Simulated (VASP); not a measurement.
# Pd (P6_3/mmc) in VASP: notebook

Runs on Pd. Level: PBE. Tasks: single point, relaxation of shape and atoms at fixed volume.

Everything below comes from runs of VASP 6.6.1. Logs are shortened: lines on timing, memory, paths and dates and some standing lists are left out, and cuts for length are marked.

## Step 1: The cell of the first run

The structure is hexagonal, space group P6_3/mmc (No. 194). The conventional cell has a = 2.444 Å, b = 2.444 Å, c = 4.057 Å, α = 90.00°, β = 90.00°, γ = 120.00°. Pd (site symmetry -6m2) has 12 Pd at 2.44 to 2.47 Å within 3.2 Å.

## Step 2: Single point, PBE

Contents of INCAR:

```
ALGO = Normal ; EDIFF = 1E-6
ENCUT = 500 ; GGA = PE
GGA_COMPAT = F ; ISIF = 2
ISMEAR = -1 ; LASPH = T
LCHARG = F ; LREAL = F
LWAVE = F ; NBANDS = 17
NELM = 120 ; PREC = Accurate
SIGMA = 0.1
```

Contents of KPOINTS:

```
k-points
0
Gamma
  17 17 9
```

Contents of POSCAR:

```
Pd
1.0
    2.4437680648      0.0000000000      0.0000000000
   -1.2218840324      2.1163652251      0.0000000000
    0.0000000000      0.0000000000      4.0572356271
Pd
2
Direct
    0.3333333333      0.6666666667      0.2500000000
    0.6666666667      0.3333333333      0.7500000000
```

Potentials or basis: VASP PAW PBE potentials, release 64 (Pd).

On the command line:

```bash
cat potpaw_PBE.64/Pd/POTCAR > POTCAR
mpirun -np 1 vasp_std > vasp.out
```

OUTCAR:

```text
EDIFF = 1E-6
   ENCUT = 500
   GGA = PE
   ISIF = 2
   ISMEAR = -1
   LASPH = T
   LREAL = F
   NELM = 120
   PREC = Accurate

 ion  position               nearest neighbor table
   1  0.333  0.667  0.250-   2 2.47   2 2.47   2 2.47   2 2.47   2 2.47   2 2.47
   2  0.667  0.333  0.750-   1 2.47   1 2.47   1 2.47   1 2.47   1 2.47   1 2.47

  LATTYP: Found a hexagonal cell.
 ALAT       =     2.4437680648
 C/A-ratio  =     1.6602376001

  Lattice vectors:

 A1 = (   2.4437680648,   0.0000000000,   0.0000000000)
 A2 = (  -1.2218840324,   2.1163652251,   0.0000000000)
 A3 = (   0.0000000000,   0.0000000000,   4.0572356271)

Analysis of symmetry for initial positions (statically):
=====================================================================
 Subroutine PRICEL returns:
 Original cell was already a primitive cell.

 Routine SETGRP: Setting up the symmetry group for a
 hexagonal supercell.

 Subroutine GETGRP returns: Found 24 space group operations
 (whereof 12 operations were pure point group operations)
 out of a pool of 24 trial point group operations.

The static configuration has the point symmetry D_3d.
 The point group associated with its full space group is D_6h.

Analysis of symmetry for dynamics (positions and initial velocities):
=====================================================================
 Subroutine PRICEL returns:
 Original cell was already a primitive cell.

 Routine SETGRP: Setting up the symmetry group for a
 hexagonal supercell.

 Subroutine GETGRP returns: Found 24 space group operations
 (whereof 12 operations were pure point group operations)
 out of a pool of 24 trial point group operations.

The dynamic configuration has the point symmetry D_3d.
 The point group associated with its full space group is D_6h.

 Subroutine INISYM returns: Found 24 space group operations
 (whereof 12 operations are pure point group operations),
 and found     1 'primitive' translations

----------------------------------------------------------------------------------------

                                     Primitive cell

  volume of cell :      20.9836

  direct lattice vectors                    reciprocal lattice vectors
     2.443768065  0.000000000  0.000000000     0.409204136  0.236254118  0.000000000
    -1.221884032  2.116365225  0.000000000     0.000000000  0.472508236  0.000000000
     0.000000000  0.000000000  4.057235627     0.000000000  0.000000000  0.246473237

  length of vectors
     2.443768065  2.443768065  4.057235627     0.472508236  0.472508236  0.246473237

  position of ions in fractional coordinates (direct lattice)
     0.333333333  0.666666667  0.250000000
     0.666666667  0.333333333  0.750000000

  ion indices of the primitive-cell ions
   primitive index   ion index
                 1           1
                 2           2

----------------------------------------------------------------------------------------

 KPOINTS: k-points

Automatic generation of k-mesh.
 Grid dimensions read from file:
 generate k-points for:   17   17    9

 Generating k-lattice:

  Cartesian coordinates                     Fractional coordinates (reciprocal lattice)
     0.024070832  0.013897301  0.000000000     0.058823529  0.000000000  0.000000000
     0.000000000  0.027794602  0.000000000     0.000000000  0.058823529  0.000000000
     0.000000000  0.000000000  0.027385915     0.000000000  0.000000000  0.111111111

  Length of vectors
     0.027794602  0.027794602  0.027385915

  Shift w.r.t. Gamma in fractional coordinates (k-lattice)
     0.000000000  0.000000000  0.000000000

 Subroutine IBZKPT returns following result:
 ===========================================

 Found    165 irreducible k-points:

 Following reciprocal coordinates:
            Coordinates               Weight
  0.000000  0.000000  0.000000      1.000000
  0.058824  0.000000  0.000000      6.000000
  0.117647  0.000000  0.000000      6.000000
  0.176471  0.000000  0.000000      6.000000
  0.235294  0.000000  0.000000      6.000000
  0.294118  0.000000  0.000000      6.000000
[... 16 lines left out ...]
  0.411765  0.117647  0.000000     12.000000
  0.176471  0.176471  0.000000      6.000000
 [... further k-points ...]
   k-points           NKPTS =    165   k-points in BZ     NKDIM =    165   number of bands    NBANDS=     17
   number of dos      NEDOS =    301   number of ions     NIONS =      2
   total plane-waves  NPLWV =   9720
   dimension x,y,z NGX =    18 NGY =   18 NGZ =   30
   dimension x,y,z NGXF=    36 NGYF=   36 NGZF=   60
   ions per type =               2
   NGX,Y,Z   is equivalent  to a cutoff of  12.25, 12.25, 12.29 a.u.
   NGXF,Y,Z  is equivalent  to a cutoff of  24.49, 24.49, 24.59 a.u.
 SYSTEM =  unknown system
   PREC   = accura    normal or accurate (medium, high low for compatibility)
   ISTART =      0    job   : 0-new  1-cont  2-samecut
   ICHARG =      2    charge: 1-file 2-atom 10-const
   ISPIN  =      1    spin polarized calculation?
   LNONCOLLINEAR =      F non collinear calculations
   LSORBIT =      F    spin-orbit coupling
   LASPH  =      T    aspherical Exc in radial PAW
   ENCUT  =  500.0 eV  36.75 Ry    6.06 a.u.   4.46  4.46  7.40*2*pi/ulx,y,z
   NELM   =    120;   NELMIN=  2; NELMDL= -5     # of ELM steps
   EDIFF  = 0.1E-05   stopping-criterion for ELM
   LREAL  =      F    real-space projection
   EDIFFG = 0.1E-04   stopping-criterion for IOM
   NSW    =      0    number of steps for IOM
   IBRION =     -1    ionic relax: 0-MD 1-quasi-New 2-CG
   NFREE  =      0    steps in history (QN), initial steepest desc. (CG)
   ISIF   =      2    stress and relaxation
   ISYM   =      2    0-nonsym 1-usesym 2-fastsym
   POTIM  = 0.5000    time-step for ionic-motion
   TEBEG  =    0.0;   TEEND  =   0.0 temperature during run
   PSTRESS=    0.0 pullay stress
   NELECT =      20.0000    total number of electrons
   NUPDOWN=      -1.0000    fix difference up-down
   EMIN   =  10.00;   EMAX   =-10.00  energy-range for DOS
   EFERMI =   0.00;   METHOD = LEGACY
   ISMEAR =    -1;   SIGMA  =   0.10  broadening in eV -4-tet -1-fermi 0-gaus
   EFERMI_NEDOS =   21; number of points for ismear=-14 and -15
   IALGO  =     38    algorithm
   IMIX   =      4    mixing-type and parameters
     AMIX     =   0.40;   BMIX     =  1.00
     AMIX_MAG =   1.60;   BMIX_MAG =  1.00
  volume/ion in A,a.u.               =      10.49        70.80
  Fermi-wavevector in a.u.,A,eV,Ry     =   1.611108  3.044552 35.316204  2.595668
  Thomas-Fermi vector in A             =   2.706551
   LORBIT       =      0    0 simple, 1 ext, 2 COOP (PROOUT), +10 PAW based schemes
   GGA     = PE    functional components
   LHFCALC =     F    Hartree Fock is set to
   AEXX    =    0.0000 exact exchange contribution
   IVDW    =     0    specifies the selected vdW correction
   LEPSILON=     F    determine dielectric tensor
   LRPA    =     F    only Hartree local field effects (RPA)
 non-spin polarized calculation
  energy-cutoff  :      500.00
  volume of cell :       20.98
 maximum number of plane-waves:       551
 NGX is ok and might be reduce to    18
   NGX =  9   NGY =  9   NGZ = 15

 number of electron      20.0000005 magnetization

 Free energy of the ion-electron system (eV)
  ---------------------------------------------------
  ext. energy  EPLUGINS =         0.00000000
  ---------------------------------------------------
  free energy    TOTEN  =        -6.78859100 eV

  energy without entropy =       -6.69531837  energy(sigma->0) =       -6.74195468

 E-fermi :  16.8477     XC(G=0): -15.4198

 val. band max:       16.8440324557   @ k =   0.4118   0.0588   0.0000
 cond. band min:      16.8483528475   @ k =   0.3529   0.0000   0.1111
 fundamental gap:      0.0043203918
 Fermi energy:        16.8477288735

 k-point     1 :       0.0000    0.0000    0.0000
  band No.  band energies     occupation
      1       6.7061      2.00000
      2       8.1854      2.00000
      3      11.7473      2.00000
      4      12.0563      2.00000
      5      12.0563      2.00000
      6      12.7065      2.00000
[... 9 lines left out ...]
     16      36.9295      0.00000
     17      41.6626      0.00000

 k-point     2 :       0.0588    0.0000    0.0000
  band No.  band energies     occupation
      1       6.8632      2.00000
      2       8.3089      2.00000
      3      11.5951      2.00000
      4      12.1775      2.00000
      5      12.1834      2.00000
      6      12.6348      2.00000
[... 9 lines left out ...]
     16      37.1761      0.00000
     17      41.6594      0.00000

 k-point     3 :       0.1176    0.0000    0.0000
  band No.  band energies     occupation
      1       7.3100      2.00000
      2       8.6383      2.00000
      3      11.2838      2.00000
      4      12.3184      2.00000
      5      12.5573      2.00000
      6      12.5969      2.00000
[... 9 lines left out ...]
     16      37.7499      0.00000
     17      39.6640      0.00000

 k-point     4 :       0.1765    0.0000    0.0000
  band No.  band energies     occupation
      1       7.9580      2.00000
      2       9.0147      2.00000
      3      11.0158      2.00000
      4      12.0293      2.00000
      5      12.1238      2.00000
      6      13.0641      2.00000
[... 9 lines left out ...]
     16      38.0445      0.00000
     17      38.3152      0.00000

 k-point     5 :       0.2353    0.0000    0.0000
  band No.  band energies     occupation
      1       8.5882      2.00000
      2       9.1476      2.00000
      3      11.0074      2.00000
      4      11.1123      2.00000
      5      12.0201      2.00000
      6      12.8604      2.00000
[... 9 lines left out ...]
     16      37.4323      0.00000
     17      38.6697      0.00000

 k-point     6 :       0.2941    0.0000    0.0000
  band No.  band energies     occupation
      1       8.6998      2.00000
      2       9.1870      2.00000
      3      10.1329      2.00000
      4      11.6644      2.00000
      5      12.2070      2.00000
      6      12.5426      2.00000
[... 9 lines left out ...]
     16      35.6794      0.00000
     17      38.6154      0.00000

 k-point     7 :       0.3529    0.0000    0.0000
  band No.  band energies     occupation
      1       8.4080      2.00000
      2       9.2008      2.00000
      3       9.4514      2.00000
      4      12.2806      2.00000
      5      12.3796      2.00000
      6      12.6456      2.00000
[... 9 lines left out ...]
     16      34.1132      0.00000
     17      37.6231      0.00000

 k-point     8 :       0.4118    0.0000    0.0000
  band No.  band energies     occupation
      1       8.1431      2.00000
      2       8.9859      2.00000
      3       9.1098      2.00000
      4      12.0953      2.00000
      5      12.5647      2.00000
      6      12.8616      2.00000
[... 9 lines left out ...]
     16      32.8895      0.00000
     17      35.5342      0.00000
[... 203 lines left out ...]
      1       9.0396      2.00000
      2       9.5260      2.00000
      3      10.4990      2.00000
      4      10.8210      2.00000
      5      12.1032      2.00000
      6      12.2570      2.00000
[... 9 lines left out ...]
     16      35.9329      0.00000
     17      38.1625      0.00000

 k-point    20 :       0.2353    0.1176    0.0000
  band No.  band energies     occupation
      1       9.2368      2.00000
      2       9.5334      2.00000
      3      10.0494      2.00000
      4      10.9649      2.00000
      5      12.0009      2.00000
      6      12.2735      2.00000
[... 9 lines left out ...]
     16      34.8459      0.00000
     17      38.3259      0.00000

 k-point    21 :       0.2941    0.1176    0.0000
  band No.  band energies     occupation
      1       8.8989      2.00000
      2       9.4351      2.00000
      3       9.5918      2.00000
      4      11.7619      2.00000
      5      11.8516      2.00000
      6      12.6210      2.00000
[... 9 lines left out ...]
     16      33.9561      0.00000
     17      37.7323      0.00000

 k-point    22 :       0.3529    0.1176    0.0000
  band No.  band energies     occupation
      1       8.6228      2.00000
      2       9.0108      2.00000
      3       9.5197      2.00000
      4      11.8023      2.00000
      5      12.4962      2.00000
      6      12.6133      2.00000
[... 9 lines left out ...]
     16      33.2588      0.00000
     17      35.7109      0.00000

 k-point    23 :       0.4118    0.1176    0.0000
  band No.  band energies     occupation
      1       8.4752      2.00000
      2       8.7945      2.00000
      3       9.4565      2.00000
      4      11.8179      2.00000
      5      12.4026      2.00000
      6      12.9306      2.00000
[... 9 lines left out ...]
     16      32.7846      0.00000
     17      34.2479      0.00000

 k-point    24 :       0.1765    0.1765    0.0000
  band No.  band energies     occupation
      1       9.6502      2.00000
      2       9.8465      2.00000
      3      10.1827      2.00000
      4      10.2164      2.00000
      5      11.8834      2.00000
      6      12.2387      2.00000
[... 9 lines left out ...]
     16      35.2238      0.00000
     17      38.2181      0.00000

 [... further k-points ...]
[... 5 lines left out ...]
  --------------------------------------------------------------------------------------
  -------------------------------------------------------------------------------------
  Total       23.2703314     23.2703314     23.2803462      0.0000000     -0.0000000      0.0000000
  in kB     1776.7745251   1776.7745252   1777.5391900      0.0000000     -0.0000000      0.0000000
  external PRESSURE =    1777.0294134 kB  Pullay stress =       0.0000000 kB

 VOLUME and BASIS-vectors are now :
 -----------------------------------------------------------------------------
  energy-cutoff  :      500.00
  volume of cell :       20.98
      direct lattice vectors                 reciprocal lattice vectors
     2.443768065  0.000000000  0.000000000     0.409204136  0.236254118  0.000000000
    -1.221884032  2.116365225  0.000000000     0.000000000  0.472508236  0.000000000
     0.000000000  0.000000000  4.057235627     0.000000000  0.000000000  0.246473237

 POSITION                                       TOTAL-FORCE (eV/Angst)
 -----------------------------------------------------------------------------------
     -0.00000      1.41091      1.01431        -0.000000     -0.000000      0.000000
      1.22188      0.70546      3.04293         0.000000      0.000000      0.000000
 -----------------------------------------------------------------------------------
    total drift:                               -0.000000      0.000000     -0.000000

  FREE ENERGIE OF THE ION-ELECTRON SYSTEM (eV)
  ---------------------------------------------------
  free  energy   TOTEN  =        -6.7885909977 eV

  energy  without entropy=       -6.6953183684  energy(sigma->0) =       -6.74195468
```

It took 97 s on 1 thread of AMD EPYC 7R13, shared host; peak memory 0.13 GiB.

What came out:

```yaml
Free_energy: -6.7886 eV
Pressure: 177.7 GPa
Band_gap_on_the_k_mesh: zero (band 10 reaches 17.23 eV, above the bottom of band 11 at 15.77 eV)
```

Levels at points of the mesh, in eV from the Fermi level:
| k point | band 8 | band 9 | band 10 | band 11 | band 12 | band 13 |
| --- | --- | --- | --- | --- | --- | --- |
| (0.00, 0.00, 0.00) | -2.99 | -2.99 | -0.47 | -0.47 | 0.07 | 10.32 |

[end of part 1 of 2]
